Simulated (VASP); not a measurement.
# MgO (P6_3/mmc) in VASP: a series of runs

MgO is run at these levels: PBE; tasks: single point.

Program: VASP 6.6.1. These are calculated values, not measurements. Logs are shortened: lines on timing, memory, paths and dates and some standing lists are left out, and cuts for length are marked.

### Step 1. The cell of the first run

It takes space group P6_3/mmc (No. 194, hexagonal). Conventional cell: a = 3.443 Å, b = 3.443 Å, c = 4.079 Å, α = 90.00°, β = 90.00°, γ = 120.00°. Within 2.6 Å of Mg (site symmetry -6m2) lie 5 O at 1.99 to 2.04 Å. Within 2.6 Å of O (site symmetry -6m2) lie 5 Mg at 1.99 to 2.04 Å.

### Step 2. Single point, PBE (volume 10.471 Å^3 an atom, c/a of the conventional cell 1.1848)

Contents of INCAR:

```
PREC = Accurate
ENCUT = 520
EDIFF = 1E-7
ISMEAR = 0
SIGMA = 0.05
LREAL = F
LASPH = T
NELM = 80
ALGO = Normal
ISIF = 2
LWAVE = F
LCHARG = F
GGA = PE
NBANDS = 16
```

Contents of KPOINTS:

```
regular mesh
0
Gamma
  9 9 6
```

Contents of POSCAR:

```
MgO
1.0
    3.4431622743      0.0000000000      0.0000000000
   -1.7215811372      2.9818659988      0.0000000000
    0.0000000000      0.0000000000      4.0794586625
Mg O
2 2
Direct
    0.6666666667      0.3333333333      0.7500000000
    0.3333333333      0.6666666667      0.2500000000
    0.6666666667      0.3333333333      0.2500000000
    0.3333333333      0.6666666667      0.7500000000
```

Potentials or basis: VASP PAW PBE potentials, release 64 (Mg, O).

Command:

```console
cat potpaw_PBE.64/Mg/POTCAR potpaw_PBE.64/O/POTCAR > POTCAR
mpirun -np 1 vasp_std > vasp.out
```

OUTCAR:

```text
PREC = Accurate
   ENCUT = 520
   EDIFF = 1E-7
   ISMEAR = 0
   LREAL = F
   LASPH = T
   NELM = 80
   ISIF = 2
   GGA = PE

 ion  position               nearest neighbor table
   1  0.667  0.333  0.750-   4 1.99   4 1.99   4 1.99   3 2.04   3 2.04   2 2.85   2 2.85   2 2.85
                             2 2.85   2 2.85   2 2.85
   2  0.333  0.667  0.250-   3 1.99   3 1.99   3 1.99   4 2.04   4 2.04   1 2.85   1 2.85   1 2.85
                             1 2.85   1 2.85   1 2.85
   3  0.667  0.333  0.250-   2 1.99   2 1.99   2 1.99   1 2.04   1 2.04
   4  0.333  0.667  0.750-   1 1.99   1 1.99   1 1.99   2 2.04   2 2.04

  LATTYP: Found a hexagonal cell.
 ALAT       =     3.4431622743
 C/A-ratio  =     1.1848000000

  Lattice vectors:

 A1 = (   3.4431622743,   0.0000000000,   0.0000000000)
 A2 = (  -1.7215811372,   2.9818659988,   0.0000000000)
 A3 = (   0.0000000000,   0.0000000000,   4.0794586625)

Analysis of symmetry for initial positions (statically):
=====================================================================
 Subroutine PRICEL returns:
 Original cell was already a primitive cell.

 Routine SETGRP: Setting up the symmetry group for a
 hexagonal supercell.

 Subroutine GETGRP returns: Found 24 space group operations
 (whereof 12 operations were pure point group operations)
 out of a pool of 24 trial point group operations.

The static configuration has the point symmetry D_3d.
 The point group associated with its full space group is D_6h.

Analysis of symmetry for dynamics (positions and initial velocities):
=====================================================================
 Subroutine PRICEL returns:
 Original cell was already a primitive cell.

 Routine SETGRP: Setting up the symmetry group for a
 hexagonal supercell.

 Subroutine GETGRP returns: Found 24 space group operations
 (whereof 12 operations were pure point group operations)
 out of a pool of 24 trial point group operations.

The dynamic configuration has the point symmetry D_3d.
 The point group associated with its full space group is D_6h.

 Subroutine INISYM returns: Found 24 space group operations
 (whereof 12 operations are pure point group operations),
 and found     1 'primitive' translations

----------------------------------------------------------------------------------------

                                     Primitive cell

  volume of cell :      41.8840

  direct lattice vectors                    reciprocal lattice vectors
     3.443162274  0.000000000  0.000000000     0.290430691  0.167680238  0.000000000
    -1.721581137  2.981865999  0.000000000     0.000000000  0.335360476  0.000000000
     0.000000000  0.000000000  4.079458663     0.000000000  0.000000000  0.245130563

  length of vectors
     3.443162274  3.443162274  4.079458663     0.335360476  0.335360476  0.245130563

  position of ions in fractional coordinates (direct lattice)
     0.666666667  0.333333333  0.750000000
     0.333333333  0.666666667  0.250000000
     0.666666667  0.333333333  0.250000000
     0.333333333  0.666666667  0.750000000

  ion indices of the primitive-cell ions
   primitive index   ion index
                 1           1
                 2           2
                 3           3
                 4           4

----------------------------------------------------------------------------------------

 KPOINTS: regular mesh

Automatic generation of k-mesh.
 Grid dimensions read from file:
 generate k-points for:    9    9    6

 Generating k-lattice:

  Cartesian coordinates                     Fractional coordinates (reciprocal lattice)
     0.032270077  0.018631138  0.000000000     0.111111111 -0.000000000  0.000000000
     0.000000000  0.037262275  0.000000000     0.000000000  0.111111111  0.000000000
     0.000000000  0.000000000  0.040855094     0.000000000  0.000000000  0.166666667

  Length of vectors
     0.037262275  0.037262275  0.040855094

  Shift w.r.t. Gamma in fractional coordinates (k-lattice)
     0.000000000  0.000000000  0.000000000

 Subroutine IBZKPT returns following result:
 ===========================================

 Found     48 irreducible k-points:

 Following reciprocal coordinates:
            Coordinates               Weight
  0.000000  0.000000  0.000000      1.000000
  0.111111  0.000000  0.000000      6.000000
  0.222222  0.000000  0.000000      6.000000
  0.333333  0.000000  0.000000      6.000000
  0.444444  0.000000  0.000000      6.000000
  0.111111  0.111111  0.000000      6.000000
[... 16 lines left out ...]
  0.333333  0.222222  0.166667     24.000000
  0.333333  0.333333  0.166667      4.000000
 [... further k-points ...]
   k-points           NKPTS =     48   k-points in BZ     NKDIM =     48   number of bands    NBANDS=     16
   number of dos      NEDOS =    301   number of ions     NIONS =      4
   total plane-waves  NPLWV =  23520
   dimension x,y,z NGX =    28 NGY =   28 NGZ =   30
   dimension x,y,z NGXF=    56 NGYF=   56 NGZF=   60
   ions per type =               2   2
   NGX,Y,Z   is equivalent  to a cutoff of  13.52, 13.52, 12.23 a.u.
   NGXF,Y,Z  is equivalent  to a cutoff of  27.04, 27.04, 24.45 a.u.
 SYSTEM =  unknown system
   PREC   = accura    normal or accurate (medium, high low for compatibility)
   ISTART =      0    job   : 0-new  1-cont  2-samecut
   ICHARG =      2    charge: 1-file 2-atom 10-const
   ISPIN  =      1    spin polarized calculation?
   LNONCOLLINEAR =      F non collinear calculations
   LSORBIT =      F    spin-orbit coupling
   LASPH  =      T    aspherical Exc in radial PAW
   ENCUT  =  520.0 eV  38.22 Ry    6.18 a.u.   6.40  6.40  7.59*2*pi/ulx,y,z
   NELM   =     80;   NELMIN=  2; NELMDL= -5     # of ELM steps
   EDIFF  = 0.1E-06   stopping-criterion for ELM
   LREAL  =      F    real-space projection
   EDIFFG = 0.1E-05   stopping-criterion for IOM
   NSW    =      0    number of steps for IOM
   IBRION =     -1    ionic relax: 0-MD 1-quasi-New 2-CG
   NFREE  =      0    steps in history (QN), initial steepest desc. (CG)
   ISIF   =      2    stress and relaxation
   ISYM   =      2    0-nonsym 1-usesym 2-fastsym
   POTIM  = 0.5000    time-step for ionic-motion
   TEBEG  =    0.0;   TEEND  =   0.0 temperature during run
   PSTRESS=    0.0 pullay stress
   NELECT =      16.0000    total number of electrons
   NUPDOWN=      -1.0000    fix difference up-down
   EMIN   =  10.00;   EMAX   =-10.00  energy-range for DOS
   EFERMI =   0.00;   METHOD = LEGACY
   ISMEAR =     0;   SIGMA  =   0.05  broadening in eV -4-tet -1-fermi 0-gaus
   EFERMI_NEDOS =   21; number of points for ismear=-14 and -15
   IALGO  =     38    algorithm
   IMIX   =      4    mixing-type and parameters
     AMIX     =   0.40;   BMIX     =  1.00
     AMIX_MAG =   1.60;   BMIX_MAG =  1.00
  volume/ion in A,a.u.               =      10.47        70.66
  Fermi-wavevector in a.u.,A,eV,Ry     =   1.187861  2.244731 19.197992  1.411013
  Thomas-Fermi vector in A             =   2.324003
   LORBIT       =      0    0 simple, 1 ext, 2 COOP (PROOUT), +10 PAW based schemes
   GGA     = PE    functional components
   LHFCALC =     F    Hartree Fock is set to
   AEXX    =    0.0000 exact exchange contribution
   IVDW    =     0    specifies the selected vdW correction
   LEPSILON=     F    determine dielectric tensor
   LRPA    =     F    only Hartree local field effects (RPA)
 non-spin polarized calculation
 Gauss-broadening in eV      SIGMA  =   0.05
  energy-cutoff  :      520.00
  volume of cell :       41.88
 maximum number of plane-waves:      1149
 NGX is ok and might be reduce to    28
   NGX = 13   NGY = 13   NGZ = 15

 number of electron      15.9999993 magnetization

 Free energy of the ion-electron system (eV)
  ---------------------------------------------------
  ext. energy  EPLUGINS =         0.00000000
  ---------------------------------------------------
  free energy    TOTEN  =       -23.54769636 eV

  energy without entropy =      -23.54769636  energy(sigma->0) =      -23.54769636

 E-fermi :   2.6350     XC(G=0): -10.2894

 val. band max:        2.3204296853   @ k =   0.0000   0.0000   0.0000
 cond. band min:       6.0209539062   @ k =   0.0000   0.0000   0.0000
 fundamental gap:      3.7005242209
 Fermi energy:         2.6350084731

 k-point     1 :       0.0000    0.0000    0.0000
  band No.  band energies     occupation
      1     -14.8325      2.00000
      2     -13.2824      2.00000
      3      -1.4594      2.00000
      4       0.4804      2.00000
      5       0.4804      2.00000
      6       1.4772      2.00000
[... 8 lines left out ...]
     15      18.2021      0.00000
     16      18.5259      0.00000

 k-point     2 :       0.1111    0.0000    0.0000
  band No.  band energies     occupation
      1     -14.7665      2.00000
      2     -13.2949      2.00000
      3      -1.3607      2.00000
      4       0.2824      2.00000
      5       0.3787      2.00000
      6       1.1788      2.00000
[... 8 lines left out ...]
     15      17.7415      0.00000
     16      18.0025      0.00000

 k-point     3 :       0.2222    0.0000    0.0000
  band No.  band energies     occupation
      1     -14.5840      2.00000
      2     -13.3405      2.00000
      3      -1.0776      2.00000
      4      -0.3007      2.00000
      5       0.1677      2.00000
      6       0.7514      2.00000
[... 8 lines left out ...]
     15      16.9777      0.00000
     16      17.4531      0.00000

 k-point     4 :       0.3333    0.0000    0.0000
  band No.  band energies     occupation
      1     -14.3332      2.00000
      2     -13.4327      2.00000
      3      -0.9531      2.00000
      4      -0.6566      2.00000
      5      -0.0278      2.00000
      6       0.4826      2.00000
[... 8 lines left out ...]
     15      16.8200      0.00000
     16      17.5833      0.00000
[... 324 lines left out ...]
 k-point    22 :       0.2222    0.2222    0.1667
  band No.  band energies     occupation
      1     -14.1369      2.00000
      2     -13.5238      2.00000
      3      -1.0864      2.00000
      4      -1.0150      2.00000
      5       0.1026      2.00000
      6       0.4807      2.00000
[... 8 lines left out ...]
     15      17.2562      0.00000
     16      18.3461      0.00000

 k-point    23 :       0.3333    0.2222    0.1667
  band No.  band energies     occupation
      1     -13.9390      2.00000
      2     -13.6338      2.00000
      3      -1.3784      2.00000
      4      -0.7471      2.00000
      5      -0.3002      2.00000
      6       0.7405      2.00000
[... 8 lines left out ...]
     15      17.0101      0.00000
     16      18.5886      0.00000

 k-point    24 :       0.3333    0.3333    0.1667
  band No.  band energies     occupation
      1     -13.7712      2.00000
      2     -13.7712      2.00000
      3      -1.3641      2.00000
      4      -0.6038      2.00000
      5      -0.6038      2.00000
      6       1.1011      2.00000
[... 8 lines left out ...]
     15      16.8161      0.00000
     16      19.4302      0.00000

 [... further k-points ...]
[... 5 lines left out ...]
  --------------------------------------------------------------------------------------
  -------------------------------------------------------------------------------------
  Total        2.7193323      2.7193323      3.8829211     -0.0000000      0.0000000      0.0000000
  in kB      104.0218839    104.0218839    148.5323324     -0.0000000      0.0000000      0.0000000
  external PRESSURE =     118.8587001 kB  Pullay stress =       0.0000000 kB

 VOLUME and BASIS-vectors are now :
 -----------------------------------------------------------------------------
  energy-cutoff  :      520.00
  volume of cell :       41.88
      direct lattice vectors                 reciprocal lattice vectors
     3.443162274  0.000000000  0.000000000     0.290430691  0.167680238  0.000000000
    -1.721581137  2.981865999  0.000000000     0.000000000  0.335360476  0.000000000
     0.000000000  0.000000000  4.079458663     0.000000000  0.000000000  0.245130563

 POSITION                                       TOTAL-FORCE (eV/Angst)
 -----------------------------------------------------------------------------------
      1.72158      0.99396      3.05959         0.000000     -0.000000      0.000000
     -0.00000      1.98791      1.01986        -0.000000      0.000000      0.000000
      1.72158      0.99396      1.01986         0.000000      0.000000      0.000000
     -0.00000      1.98791      3.05959        -0.000000      0.000000      0.000000
 -----------------------------------------------------------------------------------
    total drift:                               -0.000000      0.000000     -0.000000

  FREE ENERGIE OF THE ION-ELECTRON SYSTEM (eV)
  ---------------------------------------------------
  free  energy   TOTEN  =       -23.5476963629 eV

  energy  without entropy=      -23.5476963629  energy(sigma->0) =      -23.54769636
```

Run time: 18 s. Hardware: 1 thread of Intel Xeon 6975P-C (Granite Rapids), shared host; peak memory 0.17 GiB.

Results:

| Item | Value |
| --- | --- |
| Free energy | -23.5477 eV |
| Pressure | 11.9 GPa |
| Band gap on the k mesh | 3.70 eV, direct |

### Step 3. Single point, PBE (volume 10.471 Å^3 an atom, c/a of the conventional cell 1.1659)

Contents of INCAR:

```
PREC     = Accurate       # precision mode
ENCUT    = 520            # plane-wave cutoff, eV
EDIFF    = 1E-6           # SCF threshold, eV
ISMEAR   = 0              # smearing method
SIGMA    = 0.05           # smearing width, eV
LREAL    = False          # projectors in reciprocal space
LASPH    = True           # aspherical terms in the spheres
NELM     = 80             # most SCF steps
ALGO     = Normal         # electronic algorithm
ISIF     = 2              # what is computed and relaxed
LWAVE    = False          # write WAVECAR
LCHARG   = False          # write CHGCAR
GGA      = PE             # functional
NBANDS   = 16             # bands
```

Contents of KPOINTS:

```
Automatic mesh
0
Gamma
  9 9 6
```

Contents of POSCAR:

```
MgO
1.0
    3.4616679379      0.0000000000      0.0000000000
   -1.7308339690      2.9978923737      0.0000000000
    0.0000000000      0.0000000000      4.0359586488
Mg O
2 2
Direct
    0.6666666667      0.3333333333      0.7500000000
    0.3333333333      0.6666666667      0.2500000000
    0.6666666667      0.3333333333      0.2500000000
    0.3333333333      0.6666666667      0.7500000000
```

Potentials or basis: VASP PAW PBE potentials, release 64 (Mg, O).

Command:

```console
cat potpaw_PBE.64/Mg/POTCAR potpaw_PBE.64/O/POTCAR > POTCAR
mpirun -np 1 vasp_std > vasp.out
```

It took 13 s on 1 thread of Intel Xeon 6975P-C (Granite Rapids), shared host; peak memory 0.17 GiB.

It converged, with:

- Free energy: -23.5293 eV
- Pressure: 12.2 GPa
- Band gap on the k mesh: 3.71 eV, direct

Stress tensor (GPa, compression positive):
```
 9.29  0.00  0.00
 0.00  9.29  0.00
 0.00  0.00 17.99
```

Levels at points of the mesh, in eV from the valence-band top:
```csv
k point,band 6,band 7,band 8,band 9,band 10,band 11
"(0.00, 0.00, 0.00)",-0.80,-0.80,0.00,3.71,10.04,12.73
"(0.00, 0.00, 0.50)",-1.35,-1.35,-1.35,6.79,6.79,13.09
```

### Step 4. Single point, PBE (volume 10.471 Å^3 an atom, c/a of the conventional cell 1.2039)

Contents of INCAR:

```
SYSTEM = MgO
ALGO = Normal
EDIFF = 1E-6
ENCUT = 520
GGA = PE
ISIF = 2
ISMEAR = 0
LASPH = .True.
LCHARG = .False.
LREAL = .False.
LWAVE = .False.
NBANDS = 16
NELM = 60
PREC = Accurate
SIGMA = 0.05
```

Contents of KPOINTS:

```
k-points
0
Gamma
  9 9 6
  0 0 0
```

Contents of POSCAR:

```
MgO
1.0
    3.4248376843      0.0000000000      0.0000000000
   -1.7124188422      2.9659964385      0.0000000000
    0.0000000000      0.0000000000      4.1232297260
Mg O
2 2
Direct
    0.6666666667      0.3333333333      0.7500000000
    0.3333333333      0.6666666667      0.2500000000
    0.6666666667      0.3333333333      0.2500000000
    0.3333333333      0.6666666667      0.7500000000
```

Command:

```console
cat potpaw_PBE.64/Mg/POTCAR potpaw_PBE.64/O/POTCAR > POTCAR
mpirun -np 1 vasp_std > vasp.out
```

Wall time 13 s (1 thread of Intel Xeon 6975P-C (Granite Rapids), shared host); peak memory 0.17 GiB.

Results (log left out):

- Free energy: -23.5545 eV
- Pressure: 11.7 GPa
- Band gap on the k mesh: 3.69 eV, direct

Stress tensor (GPa, compression positive):
```
11.52  0.00  0.00
 0.00 11.52  0.00
 0.00  0.00 11.98
```

Levels at points of the mesh, in eV from the valence-band top:
| k point | band 4 | band 5 | band 6 | band 7 | band 8 | band 9 | band 10 | band 11 | band 12 | band 13 |
| --- | --- | --- | --- | --- | --- | --- | --- | --- | --- | --- |
| (0.00, 0.00, 0.00) | -1.83 | -1.83 | -0.88 | -0.88 | 0.00 | 3.69 | 9.87 | 12.61 | 12.91 | 12.91 |
| (0.00, 0.00, 0.50) | -2.52 | -1.38 | -1.38 | -1.38 | -1.38 | 6.73 | 6.73 | 13.27 | 13.27 | 13.27 |

(Continued in part 2 of 2.)
